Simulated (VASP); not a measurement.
# FeO (P6_3/mmc) in VASP: single point with PBE+U

Aim: the single point of FeO with PBE+U.

Program: VASP 6.6.1. These are calculated values, not measurements. Logs are shortened: lines on timing, memory, paths and dates and some standing lists are left out, and cuts for length are marked.

## 1. The cell of the first run

Symmetry: P6_3/mmc, No. 194, hexagonal system. Conventional cell: a = 2.950 Å, b = 2.950 Å, c = 5.200 Å, α = 90.00°, β = 90.00°, γ = 120.00°. Fe (site symmetry -3m) has 6 O at 2.14 Å and 2 Fe at 2.60 Å within 2.8 Å. Within 2.8 Å of O (site symmetry -6m2) lie 6 Fe at 2.14 Å.

## 2. Single point, PBE+U, collinear spin, antiferromagnetic start

INCAR

```
ALGO     = Normal         # electronic algorithm
EDIFF    = 1E-6           # SCF threshold, eV
ENCUT    = 600            # plane-wave cutoff, eV
GGA      = PE             # functional
GGA_COMPAT= F            
ISIF     = 2              # what is computed and relaxed
ISMEAR   = -1             # smearing method
ISPIN    = 2              # spin polarisation
LASPH    = T              # aspherical terms in the spheres
LCHARG   = F              # write CHGCAR
LDAU     = T              # DFT+U
LDAUJ    = 0 0          
LDAUL    = 2 -1           # shell
LDAUPRINT= 1            
LDAUTYPE = 2            
LDAUU    = 4 0            # U, eV
LMAXMIX  = 4              # l up to which the mixer works
LORBIT   = 11             # projections on sites
LREAL    = F              # projectors in reciprocal space
LWAVE    = F              # write WAVECAR
MAGMOM   = 4 -4 0 0       # initial moments
NBANDS   = 26             # bands
NELM     = 200            # most SCF steps
PREC     = Accurate       # precision mode
SIGMA    = 0.02           # smearing width, eV
```

KPOINTS

```
k-points
0
Gamma
  6 6 4
```

POSCAR

```
FeO
1.0
    2.9500000000      0.0000000000      0.0000000000
   -1.4750000000      2.5547750000      0.0000000000
    0.0000000000      0.0000000000      5.2000000000
Fe O
2 2
Direct
    0.0000000000      0.0000000000      0.0000000000
    0.0000000000      0.0000000000      0.5000000000
    0.3333330000      0.6666670000      0.2500000000
    0.6666670000      0.3333330000      0.7500000000
```

Potentials or basis: VASP PAW PBE potentials, release 64 (Fe, O).

Launch:

```console
$ cat potpaw_PBE.64/Fe/POTCAR potpaw_PBE.64/O/POTCAR > POTCAR
$ mpirun -np 1 vasp_std > vasp.out
```

OUTCAR:

```text
EDIFF = 1E-6
   ENCUT = 600
   GGA = PE
   ISIF = 2
   ISMEAR = -1
   ISPIN = 2
   LASPH = T
   LORBIT = 11
   LREAL = F
   NELM = 200
   PREC = Accurate

 ion  position               nearest neighbor table
   1  0.000  0.000  0.000-   3 2.14   4 2.14   4 2.14   3 2.14   4 2.14   3 2.14   2 2.60   2 2.60

   2  0.000  0.000  0.500-   3 2.14   4 2.14   4 2.14   3 2.14   4 2.14   3 2.14   1 2.60   1 2.60

   3  0.333  0.667  0.250-   1 2.14   2 2.14   1 2.14   2 2.14   1 2.14   2 2.14
   4  0.667  0.333  0.750-   1 2.14   2 2.14   1 2.14   2 2.14   1 2.14   2 2.14

  LATTYP: Found a hexagonal cell.
 ALAT       =     2.9500000000
 C/A-ratio  =     1.7627118644

  Lattice vectors:

 A1 = (   2.9500000000,   0.0000000000,   0.0000000000)
 A2 = (  -1.4750000000,   2.5547750000,   0.0000000000)
 A3 = (   0.0000000000,   0.0000000000,   5.2000000000)

Analysis of symmetry for initial positions (statically):
=====================================================================
 Subroutine PRICEL returns:
 Original cell was already a primitive cell.

 Routine SETGRP: Setting up the symmetry group for a
 hexagonal supercell.

 Subroutine GETGRP returns: Found 24 space group operations
 (whereof 12 operations were pure point group operations)
 out of a pool of 24 trial point group operations.

The static configuration has the point symmetry D_3d.
 The point group associated with its full space group is D_6h.

Analysis of symmetry for dynamics (positions and initial velocities):
=====================================================================
 Subroutine PRICEL returns:
 Original cell was already a primitive cell.

 Routine SETGRP: Setting up the symmetry group for a
 hexagonal supercell.

 Subroutine GETGRP returns: Found 24 space group operations
 (whereof 12 operations were pure point group operations)
 out of a pool of 24 trial point group operations.

[... 219 lines left out ...]
  o =  0.9312  v =  0.0000  0.0000  1.0000  0.0000  0.0000  0.0000  0.0000  0.0000  0.0000  0.0000      0.0000  0.0000  0.0000  0.0000  0.0000  0.0000  0.0000  0.0000  0.0000  0.0000
  o =  0.9667  v =  0.0000  0.0000  0.0000  0.0000  0.0000  0.8342  0.0000  0.0000 -0.5514 -0.0000      0.0000  0.0000  0.0000  0.0000  0.0000  0.0000  0.0000  0.0000  0.0000  0.0000
  o =  0.9667  v =  0.0000  0.0000  0.0000  0.0000  0.0000 -0.0000  0.5514  0.0000  0.0000 -0.8342      0.0000  0.0000  0.0000  0.0000  0.0000  0.0000  0.0000  0.0000  0.0000  0.0000
  o =  0.9688  v =  0.0000  0.0000  0.0000  0.0000  0.0000 -0.0000  0.0000 -1.0000  0.0000 -0.0000      0.0000  0.0000  0.0000  0.0000  0.0000  0.0000  0.0000  0.0000  0.0000  0.0000
  o =  1.0112  v =  0.0000  0.0000  0.0000  0.0000  0.0000 -0.5514  0.0000  0.0000 -0.8342  0.0000      0.0000  0.0000  0.0000  0.0000  0.0000  0.0000  0.0000  0.0000  0.0000  0.0000
  o =  1.0112  v =  0.0000  0.0000  0.0000  0.0000  0.0000  0.0000  0.8342  0.0000  0.0000  0.5514      0.0000  0.0000  0.0000  0.0000  0.0000  0.0000  0.0000  0.0000  0.0000  0.0000

 number of electron      28.0000001 magnetization       0.0000000

 Free energy of the ion-electron system (eV)
  ---------------------------------------------------
  ext. energy  EPLUGINS =         0.00000000
  ---------------------------------------------------
  free energy    TOTEN  =       -26.75562674 eV

  energy without entropy =      -26.75562674  energy(sigma->0) =      -26.75562674

 E-fermi :   5.7672     XC(G=0): -12.1783

 val. band max:        5.2953486683   @ k =   0.0000   0.0000   0.0000
 cond. band min:       7.1177939971   @ k =   0.0000   0.0000   0.0000
 fundamental gap:      1.8224453288
 Fermi energy:         5.7671686180

 spin component 1

 k-point     1 :       0.0000    0.0000    0.0000
  band No.  band energies     occupation
      1     -14.0626      1.00000
      2     -12.9640      1.00000
      3      -2.4024      1.00000
      4      -0.6986      1.00000
      5      -0.6985      1.00000
      6       0.9325      1.00000
[... 598 lines left out ...]
     25      20.9635      0.00000
     26      21.1095      0.00000
 Fermi energy:         5.7671686180

 spin component 2

 k-point     1 :       0.0000    0.0000    0.0000
  band No.  band energies     occupation
      1     -14.0626      1.00000
      2     -12.9640      1.00000
      3      -2.4024      1.00000
      4      -0.6986      1.00000
      5      -0.6985      1.00000
      6       0.9325      1.00000
[... 598 lines left out ...]
     25      20.9635      0.00000
     26      21.1095      0.00000

------------------------ aborting loop because EDIFF is reached ----------------------------------------

  FORCE on cell =-STRESS in cart. coord.  units (eV):
  Direction    XX          YY          ZZ          XY          YZ          ZX
  --------------------------------------------------------------------------------------
  -------------------------------------------------------------------------------------
  Total        3.4926512      3.4926514      1.4194957      0.0000000     -0.0000000     -0.0000000
  in kB      142.7867094    142.7867160     58.0318813      0.0000000     -0.0000000     -0.0000000
  external PRESSURE =     114.5351023 kB  Pullay stress =       0.0000000 kB

 VOLUME and BASIS-vectors are now :
 -----------------------------------------------------------------------------
  energy-cutoff  :      600.00
  volume of cell :       39.19
      direct lattice vectors                 reciprocal lattice vectors
     2.950000000  0.000000000  0.000000000     0.338983051  0.195711951  0.000000000
    -1.475000000  2.554775000  0.000000000     0.000000000  0.391423902  0.000000000
     0.000000000  0.000000000  5.200000000     0.000000000  0.000000000  0.192307692

 POSITION                                       TOTAL-FORCE (eV/Angst)
 -----------------------------------------------------------------------------------
      0.00000      0.00000      0.00000        -0.000000     -0.000000     -0.000000
      0.00000      0.00000      2.60000        -0.000000     -0.000000     -0.000000
     -0.00000      1.70318      1.30000         0.000000     -0.000000      0.000000
      1.47500      0.85159      3.90000        -0.000000      0.000000     -0.000000
 -----------------------------------------------------------------------------------
    total drift:                                0.000000     -0.000000      0.000000

  FREE ENERGIE OF THE ION-ELECTRON SYSTEM (eV)
  ---------------------------------------------------
  free  energy   TOTEN  =       -26.7556267403 eV

  energy  without entropy=      -26.7556267403  energy(sigma->0) =      -26.75562674

 total charge

# of ion       s       p       d       tot
------------------------------------------
    1        0.305   0.396   6.172   6.873
    2        0.305   0.396   6.172   6.873
    3        1.551   3.470   0.000   5.021
    4        1.551   3.470   0.000   5.021
--------------------------------------------------
tot          3.712   7.732  12.345  23.789

 magnetization (x)

# of ion       s       p       d       tot
------------------------------------------
    1        0.012   0.008   3.646   3.667
    2       -0.012  -0.008  -3.646  -3.667
    3        0.000   0.000   0.000   0.000
    4        0.000   0.000   0.000   0.000
--------------------------------------------------
tot          0.000   0.000  -0.000  -0.000
```

OSZICAR:

```text
N       E                     dE             d eps       ncg     rms          rms(c)
DAV:   1     0.264130440701E+03    0.26413E+03   -0.14490E+04  2232   0.148E+03
DAV:   2     0.281466854947E+00   -0.26385E+03   -0.23686E+03  2222   0.332E+02
DAV:   3    -0.301011901321E+02   -0.30383E+02   -0.29104E+02  2454   0.130E+02
DAV:   4    -0.308177677915E+02   -0.71658E+00   -0.71194E+00  2396   0.204E+01
DAV:   5    -0.308275724379E+02   -0.98046E-02   -0.98017E-02  2446   0.250E+00    0.238E+01
DAV:   6    -0.260840068817E+02    0.47436E+01   -0.31147E+01  3134   0.863E+01    0.302E+01
DAV:   7    -0.258673429286E+02    0.21666E+00   -0.54180E+00  2794   0.384E+01    0.156E+01
DAV:   8    -0.264357518711E+02   -0.56841E+00   -0.39268E+00  3058   0.134E+01    0.103E+01
DAV:   9    -0.264968373219E+02   -0.61085E-01   -0.16087E+00  2946   0.119E+01    0.195E+00
DAV:  10    -0.266992379544E+02   -0.20240E+00   -0.36248E-01  3010   0.115E+01    0.891E-01
DAV:  11    -0.267495790824E+02   -0.50341E-01   -0.59797E-02  3072   0.319E+00    0.468E-01
DAV:  12    -0.267521631587E+02   -0.25841E-02   -0.34706E-03  2746   0.592E-01    0.241E-01
DAV:  13    -0.267554279942E+02   -0.32648E-02   -0.30943E-03  2938   0.498E-01    0.628E-02
DAV:  14    -0.267556210027E+02   -0.19301E-03   -0.46688E-04  2872   0.153E-01    0.208E-02
DAV:  15    -0.267556248164E+02   -0.38137E-05   -0.25528E-05  2492   0.435E-02    0.943E-03
DAV:  16    -0.267556263611E+02   -0.15447E-05   -0.10905E-06  1792   0.156E-02    0.524E-03
DAV:  17    -0.267556267403E+02   -0.37924E-06   -0.69331E-07  1402   0.904E-03
   1 F= -.26755627E+02 E0= -.26755627E+02  d E =-.389686E-11  mag=     0.0000
```

stdout:

```text
POSCAR found type information on POSCAR FeO
 POSCAR found :  2 types and       4 ions
 scaLAPACK will be used
 LDA part: xc-table for (Slater+PW92), standard interpolation
 POSCAR, INCAR and KPOINTS ok, starting setup
 FFT: planning ... GRIDC
 FFT: planning ... GRID_SOFT
 FFT: planning ... GRID
 WAVECAR not read
 entering main loop
```

Run time: 38 s. Hardware: 1 thread of Intel Xeon 6975P-C, shared host; peak memory 0.2 GiB.

Results:

* Free energy: -26.7556 eV
* Pressure: 11.5 GPa
* Band gap on the k mesh: 1.82 eV, direct
* Net moment: 0.00 μB per cell
* Site moments: Fe +3.67, -3.67; O +0.00 μB
* Valence electrons inside the program's atomic spheres: Fe 6.87; O 5.02

Stress tensor (GPa, compression positive):
```
14.28  0.00  0.00
 0.00 14.28  0.00
 0.00  0.00  5.80
```

Eigenvalues of the final occupation matrices:
| site | spin | trace | eigenvalues |
| --- | --- | --- | --- |
| site 1 d | 1 | 4.92 | 0.97 0.97 0.97 1.01 1.01 |
| site 1 d | 2 | 1.27 | 0.04 0.04 0.13 0.13 0.93 |
| site 2 d | 1 | 1.27 | 0.04 0.04 0.13 0.13 0.93 |
| site 2 d | 2 | 4.92 | 0.97 0.97 0.97 1.01 1.01 |

A k mesh can miss the band edges. The state reached can hang on the start; a lower one may exist.
